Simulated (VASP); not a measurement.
# YN (Fm-3m) in VASP: further runs

The runs below take YN through electric field gradients, with LDA.

All numbers are computed with VASP 6.6.1; they aren't measurements. Logs are shortened: lines on timing, memory, paths and dates and some standing lists are left out, and cuts for length are marked.

## 1. The cell of the first run

The structure is cubic, space group Fm-3m (No. 225). The conventional cell has a = 4.777 Å, b = 4.777 Å, c = 4.777 Å, α = 90.00°, β = 90.00°, γ = 90.00°. Within 3.2 Å of Y (site symmetry m-3m) lie 6 N at 2.39 Å. N (site symmetry m-3m) has 6 Y at 2.39 Å within 3.2 Å.

## 2. Electric field gradients, LDA (13.63 Å³/atom)

Input file INCAR:

```
SYSTEM = YN
PREC = Accurate
ENCUT = 520
EDIFF = 1E-8
ISMEAR = -1
SIGMA = 0.03
LREAL = .False.
LASPH = .True.
NELM = 120
ALGO = Normal
ISIF = 2
LWAVE = .False.
LCHARG = .False.
LEFG = .True.
NBANDS = 15
GGA_COMPAT = .False.
```

Input file KPOINTS:

```
Automatic mesh
0
Gamma
  9 9 9
  0 0 0
```

Input file POSCAR:

```
YN
1.0
    0.0000000000      2.3887207261      2.3887207261
    2.3887207261      0.0000000000      2.3887207261
    2.3887207261      2.3887207261      0.0000000000
Y N
1 1
Direct
    0.0000000000      0.0000000000      0.0000000000
    0.5000000000      0.5000000000      0.5000000000
```

Potentials or basis: VASP PAW LDA potentials, release 64 (Y_sv, N).

Command:

```
> cat potpaw_LDA.64/Y_sv/POTCAR potpaw_LDA.64/N/POTCAR > POTCAR
> mpirun -np 1 vasp_std > vasp.out
```

OUTCAR:

```text
SYSTEM = YN
   PREC = Accurate
   ENCUT = 520
   EDIFF = 1E-8
   ISMEAR = -1
   LREAL = .False.
   LASPH = .True.
   NELM = 120
   ISIF = 2

 ion  position               nearest neighbor table
   1  0.000  0.000  0.000-   2 2.39   2 2.39   2 2.39   2 2.39   2 2.39   2 2.39
   2  0.500  0.500  0.500-   1 2.39   1 2.39   1 2.39   1 2.39   1 2.39   1 2.39

  LATTYP: Found a face centered cubic cell.
 ALAT       =     4.7774414522

  Lattice vectors:

 A1 = (   0.0000000000,   2.3887207261,   2.3887207261)
 A2 = (   2.3887207261,   0.0000000000,   2.3887207261)
 A3 = (   2.3887207261,   2.3887207261,   0.0000000000)

Analysis of symmetry for initial positions (statically):
=====================================================================
 Subroutine PRICEL returns:
 Original cell was already a primitive cell.

 Routine SETGRP: Setting up the symmetry group for a
 face centered cubic supercell.

 Subroutine GETGRP returns: Found 48 space group operations
 (whereof 48 operations were pure point group operations)
 out of a pool of 48 trial point group operations.

The static configuration has the point symmetry O_h .

Analysis of symmetry for dynamics (positions and initial velocities):
=====================================================================
 Subroutine PRICEL returns:
 Original cell was already a primitive cell.

 Routine SETGRP: Setting up the symmetry group for a
 face centered cubic supercell.

 Subroutine GETGRP returns: Found 48 space group operations
 (whereof 48 operations were pure point group operations)
 out of a pool of 48 trial point group operations.

The dynamic configuration has the point symmetry O_h .

 Subroutine INISYM returns: Found 48 space group operations
 (whereof 48 operations are pure point group operations),
 and found     1 'primitive' translations

----------------------------------------------------------------------------------------

                                     Primitive cell

  volume of cell :      27.2600

  direct lattice vectors                    reciprocal lattice vectors
     0.000000000  2.388720726  2.388720726    -0.209317060  0.209317060  0.209317060
     2.388720726  0.000000000  2.388720726     0.209317060 -0.209317060  0.209317060
     2.388720726  2.388720726  0.000000000     0.209317060  0.209317060 -0.209317060

[... 128 lines left out ...]

  energy without entropy =      -19.87306293  energy(sigma->0) =      -19.87329650

 E-fermi :   4.3580     XC(G=0): -11.9223

 val. band max:        4.1256929692   @ k =   0.1111   0.1111   0.0000
 cond. band min:       4.3656538302   @ k =   0.0000   0.0000   0.0000
 fundamental gap:      0.2399608609
 Fermi energy:         4.3579791138

 k-point     1 :       0.0000    0.0000    0.0000
  band No.  band energies     occupation
      1     -35.8886      2.00000
      2     -15.5864      2.00000
      3     -15.5864      2.00000
      4     -15.5864      2.00000
      5      -8.5055      2.00000
      6       4.3657      0.87278
      7       4.3657      0.87277
      8       4.3657      0.87277
      9       7.5180      0.00000
     10       7.5180      0.00000
     11       7.5180      0.00000
     12       9.1697      0.00000
     13       9.7204      0.00000
     14       9.7204      0.00000
[... 401 lines left out ...]
      2     -16.6720      2.00000
      3     -15.9972      2.00000
      4     -15.9972      2.00000
      5      -8.0352      2.00000
      6       2.8515      2.00000
      7       4.0245      1.99997
      8       4.0245      1.99997
      9       4.3859      0.56541
     10      11.5789      0.00000
     11      12.2266      0.00000
     12      12.7437      0.00000
     13      12.7437      0.00000
     14      15.1274      0.00000
     15      17.0130      0.00000

 [... further k-points ...]
[... 5 lines left out ...]
  --------------------------------------------------------------------------------------
  -------------------------------------------------------------------------------------
  Total        0.9033636      0.9033636      0.9033636      0.0000000     -0.0000000     -0.0000000
  in kB       53.0941943     53.0941943     53.0941943      0.0000000     -0.0000000     -0.0000000
  external PRESSURE =      53.0941943 kB  Pullay stress =       0.0000000 kB

 VOLUME and BASIS-vectors are now :
 -----------------------------------------------------------------------------
  energy-cutoff  :      520.00
  volume of cell :       27.26
      direct lattice vectors                 reciprocal lattice vectors
     0.000000000  2.388720726  2.388720726    -0.209317060  0.209317060  0.209317060
     2.388720726  0.000000000  2.388720726     0.209317060 -0.209317060  0.209317060
     2.388720726  2.388720726  0.000000000     0.209317060  0.209317060 -0.209317060

 POSITION                                       TOTAL-FORCE (eV/Angst)
 -----------------------------------------------------------------------------------
      0.00000      0.00000      0.00000        -0.000000     -0.000000     -0.000000
      2.38872      2.38872      2.38872         0.000000      0.000000      0.000000
 -----------------------------------------------------------------------------------
    total drift:                                0.000000      0.000000      0.000000

  FREE ENERGIE OF THE ION-ELECTRON SYSTEM (eV)
  ---------------------------------------------------
  free  energy   TOTEN  =       -19.8735300789 eV

  energy  without entropy=      -19.8730629301  energy(sigma->0) =      -19.87329650

 Electric field gradients (V/A^2)
---------------------------------------------------------------------
 ion       V_xx      V_yy      V_zz      V_xy      V_xz      V_yz
---------------------------------------------------------------------
   1       0.000    -0.000    -0.000    -0.000    -0.000    -0.000
   2      -0.000    -0.000     0.000     0.000     0.000     0.000
---------------------------------------------------------------------

 Electric field gradients after diagonalization (V/A^2)
 (convention: |V_zz| > |V_xx| > |V_yy|)
----------------------------------------------------------------------
 ion       V_xx      V_yy      V_zz     asymmetry (V_yy - V_xx)/ V_zz
----------------------------------------------------------------------
   1       0.000     0.000    -0.000       0.000
   2      -0.000    -0.000     0.001       0.000
----------------------------------------------------------------------

           NMR quadrupolar parameters

 Cq : quadrupolar parameter    Cq=e*Q*V_zz/h
 eta: asymmetry parameters     (V_yy - V_xx)/ V_zz
 Q  : nuclear electric quadrupole moment in mb (millibarn)
----------------------------------------------------------------------
 ion       Cq(MHz)       eta       Q (mb)
----------------------------------------------------------------------
   1      -0.000       0.000       1.000
   2       0.000       0.000       1.000
----------------------------------------------------------------------
```

OSZICAR:

```text
N       E                     dE             d eps       ncg     rms          rms(c)
DAV:   1     0.530029705181E+02    0.53003E+02   -0.86391E+03  1050   0.109E+03
DAV:   2    -0.208333210504E+02   -0.73836E+02   -0.67267E+02  1442   0.226E+02
DAV:   3    -0.234880142188E+02   -0.26547E+01   -0.26418E+01  1277   0.364E+01
DAV:   4    -0.235227040228E+02   -0.34690E-01   -0.34668E-01  1260   0.437E+00
DAV:   5    -0.235233333728E+02   -0.62935E-03   -0.62935E-03  1276   0.468E-01    0.365E+01
DAV:   6    -0.201925796085E+02    0.33308E+01   -0.86455E+00  1085   0.250E+01    0.384E+01
DAV:   7    -0.199197253576E+02    0.27285E+00   -0.50231E-01  1324   0.576E+00    0.265E+01
DAV:   8    -0.198921001358E+02    0.27625E-01   -0.22678E-01  1579   0.391E+00    0.771E+00
DAV:   9    -0.198734598143E+02    0.18640E-01   -0.21826E-02  1402   0.161E+00    0.131E+00
DAV:  10    -0.198736253901E+02   -0.16558E-03   -0.38957E-03  1127   0.540E-01    0.413E-01
DAV:  11    -0.198735532121E+02    0.72178E-04   -0.46394E-04  1274   0.151E-01    0.309E-01
DAV:  12    -0.198735299847E+02    0.23227E-04   -0.50338E-05  1239   0.505E-02    0.405E-02
DAV:  13    -0.198735301641E+02   -0.17947E-06   -0.83178E-07  1239   0.928E-03    0.149E-02
DAV:  14    -0.198735300827E+02    0.81395E-07   -0.16282E-07  1373   0.338E-03    0.250E-03
DAV:  15    -0.198735300789E+02    0.38474E-08   -0.80817E-09   791   0.912E-04
   1 F= -.19873530E+02 E0= -.19873297E+02  d E =-.467149E-03
```

stdout:

```text
POSCAR found type information on POSCAR Y N
 POSCAR found :  2 types and       2 ions
 scaLAPACK will be used
 LDA part: xc-table for (Slater(with rela. corr.)+CA(PZ))
 , standard interpolation
 POSCAR, INCAR and KPOINTS ok, starting setup
 FFT: planning ... GRIDC
 FFT: planning ... GRID_SOFT
 FFT: planning ... GRID
 WAVECAR not read
 entering main loop
ion   1

ion   2
```

It took 25 s on 1 thread of AMD EPYC 7R43 (Zen 3), shared host; peak memory 0.13 GiB.

Results:

```
Free energy                             : -19.8735 eV
Pressure                                : 5.3 GPa
Largest electric field gradient by atom : zero within the noise of the run
```

Levels at points of the mesh, in eV from the Fermi level:
```csv
k point,band 6,band 7,band 8,band 9,band 10,band 11
"(0.00, 0.00, 0.00)",0.01,0.01,0.01,3.16,3.16,3.16
```

Caveat: the cell stands under pressure.

## 3. Electric field gradients, LDA (13.64 Å³/atom)

Input file INCAR:

```
PREC = Accurate
ENCUT = 520
EDIFF = 1E-8
ISMEAR = -1
SIGMA = 0.03
LREAL = False
LASPH = True
NELM = 120
ALGO = Normal
ISIF = 2
LWAVE = False
LCHARG = False
LEFG = True
NBANDS = 15
GGA_COMPAT = False
```

Input file KPOINTS:

```
regular mesh
0
Gamma
  9 9 9
```

Input file POSCAR:

```
YN
1.0
    0.0000000000      2.3891441831      2.3891441831
    2.3891441831      0.0000000000      2.3891441831
    2.3891441831      2.3891441831      0.0000000000
Y N
1 1
Direct
    0.0000000000      0.0000000000      0.0000000000
    0.5000000000      0.5000000000      0.5000000000
```

Potentials or basis: VASP PAW LDA potentials, release 64 (Y_sv, N).

Command:

```
> cat potpaw_LDA.64/Y_sv/POTCAR potpaw_LDA.64/N/POTCAR > POTCAR
> mpirun -np 1 vasp_std > vasp.out
```

OUTCAR:

```text
PREC = Accurate
   ENCUT = 520
   EDIFF = 1E-8
   ISMEAR = -1
   LREAL = False
   LASPH = True
   NELM = 120
   ISIF = 2

 ion  position               nearest neighbor table
   1  0.000  0.000  0.000-   2 2.39   2 2.39   2 2.39   2 2.39   2 2.39   2 2.39
   2  0.500  0.500  0.500-   1 2.39   1 2.39   1 2.39   1 2.39   1 2.39   1 2.39

  LATTYP: Found a face centered cubic cell.
 ALAT       =     4.7782883662

  Lattice vectors:

 A1 = (   0.0000000000,   2.3891441831,   2.3891441831)
 A2 = (   2.3891441831,   0.0000000000,   2.3891441831)
 A3 = (   2.3891441831,   2.3891441831,   0.0000000000)

Analysis of symmetry for initial positions (statically):
=====================================================================
 Subroutine PRICEL returns:
 Original cell was already a primitive cell.

 Routine SETGRP: Setting up the symmetry group for a
 face centered cubic supercell.

 Subroutine GETGRP returns: Found 48 space group operations
 (whereof 48 operations were pure point group operations)
 out of a pool of 48 trial point group operations.

The static configuration has the point symmetry O_h .

Analysis of symmetry for dynamics (positions and initial velocities):
=====================================================================
 Subroutine PRICEL returns:
 Original cell was already a primitive cell.

 Routine SETGRP: Setting up the symmetry group for a
 face centered cubic supercell.

 Subroutine GETGRP returns: Found 48 space group operations
 (whereof 48 operations were pure point group operations)
 out of a pool of 48 trial point group operations.

The dynamic configuration has the point symmetry O_h .

 Subroutine INISYM returns: Found 48 space group operations
 (whereof 48 operations are pure point group operations),
 and found     1 'primitive' translations

----------------------------------------------------------------------------------------

                                     Primitive cell

  volume of cell :      27.2745

  direct lattice vectors                    reciprocal lattice vectors
     0.000000000  2.389144183  2.389144183    -0.209279960  0.209279960  0.209279960
     2.389144183  0.000000000  2.389144183     0.209279960 -0.209279960  0.209279960
     2.389144183  2.389144183  0.000000000     0.209279960  0.209279960 -0.209279960

  length of vectors
     3.378760106  3.378760106  3.378760106     0.362483524  0.362483524  0.362483524

  position of ions in fractional coordinates (direct lattice)
     0.000000000  0.000000000  0.000000000
     0.500000000  0.500000000  0.500000000

  ion indices of the primitive-cell ions
   primitive index   ion index
                 1           1
                 2           2

----------------------------------------------------------------------------------------

 KPOINTS: regular mesh

Automatic generation of k-mesh.
 Grid dimensions read from file:
 generate k-points for:    9    9    9

 Generating k-lattice:

  Cartesian coordinates                     Fractional coordinates (reciprocal lattice)
[... 75 lines left out ...]
   ISMEAR =    -1;   SIGMA  =   0.03  broadening in eV -4-tet -1-fermi 0-gaus
   EFERMI_NEDOS =   21; number of points for ismear=-14 and -15
   IALGO  =     38    algorithm
   IMIX   =      4    mixing-type and parameters
     AMIX     =   0.40;   BMIX     =  1.00
     AMIX_MAG =   1.60;   BMIX_MAG =  1.00
  volume/ion in A,a.u.               =      13.64        92.03
  Fermi-wavevector in a.u.,A,eV,Ry     =   1.370448  2.589771 25.553468  1.878127
  Thomas-Fermi vector in A             =   2.496233
   LORBIT       =      0    0 simple, 1 ext, 2 COOP (PROOUT), +10 PAW based schemes
   GGA     = CA    functional components
   LHFCALC =     F    Hartree Fock is set to
   AEXX    =    0.0000 exact exchange contribution
   IVDW    =     0    specifies the selected vdW correction
   LEPSILON=     F    determine dielectric tensor
   LRPA    =     F    only Hartree local field effects (RPA)
 non-spin polarized calculation
  energy-cutoff  :      520.00
  volume of cell :       27.27
 maximum number of plane-waves:       751
 NGX is ok and might be reduce to    28
   NGX = 13   NGY = 13   NGZ = 13

 number of electron      16.0000000 magnetization

 Free energy of the ion-electron system (eV)
  ---------------------------------------------------
  ext. energy  EPLUGINS =         0.00000000
  ---------------------------------------------------
  free energy    TOTEN  =       -19.87401771 eV

  energy without entropy =      -19.87355155  energy(sigma->0) =      -19.87378463

 E-fermi :   4.3552     XC(G=0): -11.9197

 val. band max:        4.1223791782   @ k =   0.1111   0.1111   0.0000
 cond. band min:       4.3622777624   @ k =   0.0000   0.0000   0.0000
 fundamental gap:      0.2398985842
 Fermi energy:         4.3552459644

 k-point     1 :       0.0000    0.0000    0.0000
  band No.  band energies     occupation
      1     -35.8941      2.00000
      2     -15.5926      2.00000
      3     -15.5926      2.00000
      4     -15.5926      2.00000
      5      -8.5076      2.00000
      6       4.3623      0.88334
      7       4.3623      0.88333
      8       4.3623      0.88333
      9       7.5138      0.00000
     10       7.5138      0.00000
     11       7.5138      0.00000
     12       9.1610      0.00000
     13       9.7148      0.00000
     14       9.7148      0.00000
[... 401 lines left out ...]
      2     -16.6763      2.00000
      3     -16.0027      2.00000
      4     -16.0027      2.00000
      5      -8.0369      2.00000
      6       2.8469      2.00000
      7       4.0206      1.99997
      8       4.0206      1.99997
      9       4.3836      0.56010
     10      11.5720      0.00000
     11      12.2174      0.00000
     12      12.7358      0.00000
     13      12.7358      0.00000
     14      15.1190      0.00000
     15      17.0019      0.00000

 [... further k-points ...]
[... 5 lines left out ...]
  --------------------------------------------------------------------------------------
  -------------------------------------------------------------------------------------
  Total        0.8855454      0.8855454      0.8855454      0.0000000      0.0000000     -0.0000000
  in kB       52.0192785     52.0192785     52.0192785      0.0000000      0.0000000     -0.0000000
  external PRESSURE =      52.0192785 kB  Pullay stress =       0.0000000 kB

 VOLUME and BASIS-vectors are now :
 -----------------------------------------------------------------------------
  energy-cutoff  :      520.00
  volume of cell :       27.27
      direct lattice vectors                 reciprocal lattice vectors
     0.000000000  2.389144183  2.389144183    -0.209279960  0.209279960  0.209279960
     2.389144183  0.000000000  2.389144183     0.209279960 -0.209279960  0.209279960
     2.389144183  2.389144183  0.000000000     0.209279960  0.209279960 -0.209279960

 POSITION                                       TOTAL-FORCE (eV/Angst)
 -----------------------------------------------------------------------------------
      0.00000      0.00000      0.00000        -0.000000      0.000000     -0.000000
      2.38914      2.38914      2.38914         0.000000     -0.000000      0.000000
 -----------------------------------------------------------------------------------
    total drift:                                0.000000      0.000000      0.000000

  FREE ENERGIE OF THE ION-ELECTRON SYSTEM (eV)
  ---------------------------------------------------
  free  energy   TOTEN  =       -19.8740177150 eV

  energy  without entropy=      -19.8735515471  energy(sigma->0) =      -19.87378463

 Electric field gradients (V/A^2)
---------------------------------------------------------------------
 ion       V_xx      V_yy      V_zz      V_xy      V_xz      V_yz
---------------------------------------------------------------------
   1      -0.000     0.000    -0.000    -0.000    -0.000    -0.000
   2       0.000     0.000     0.000     0.000     0.000     0.000
---------------------------------------------------------------------

 Electric field gradients after diagonalization (V/A^2)
 (convention: |V_zz| > |V_xx| > |V_yy|)
----------------------------------------------------------------------
 ion       V_xx      V_yy      V_zz     asymmetry (V_yy - V_xx)/ V_zz
----------------------------------------------------------------------
   1       0.000     0.000    -0.000       0.000
   2      -0.000    -0.000     0.001       0.000
----------------------------------------------------------------------

           NMR quadrupolar parameters

 Cq : quadrupolar parameter    Cq=e*Q*V_zz/h
 eta: asymmetry parameters     (V_yy - V_xx)/ V_zz
 Q  : nuclear electric quadrupole moment in mb (millibarn)
----------------------------------------------------------------------
 ion       Cq(MHz)       eta       Q (mb)
----------------------------------------------------------------------
   1      -0.000       0.000       1.000
   2       0.000       0.000       1.000
----------------------------------------------------------------------
```

stdout:

```text
POSCAR found type information on POSCAR Y N
 POSCAR found :  2 types and       2 ions
 scaLAPACK will be used
 LDA part: xc-table for (Slater(with rela. corr.)+CA(PZ))
 , standard interpolation
 POSCAR, INCAR and KPOINTS ok, starting setup
 FFT: planning ... GRIDC
 FFT: planning ... GRID_SOFT
 FFT: planning ... GRID
 WAVECAR not read
 entering main loop
ion   1

ion   2
```

Wall time 25 s (1 thread of AMD EPYC 7R43 (Zen 3), shared host); peak memory 0.13 GiB.

What came out:

| Item | Value |
| --- | --- |
| Free energy | -19.8740 eV |
| Pressure | 5.2 GPa |
| Largest electric field gradient by atom | zero within the noise of the run |

Caveat: the cell stands under pressure.

(Continued in part 2 of 2.)
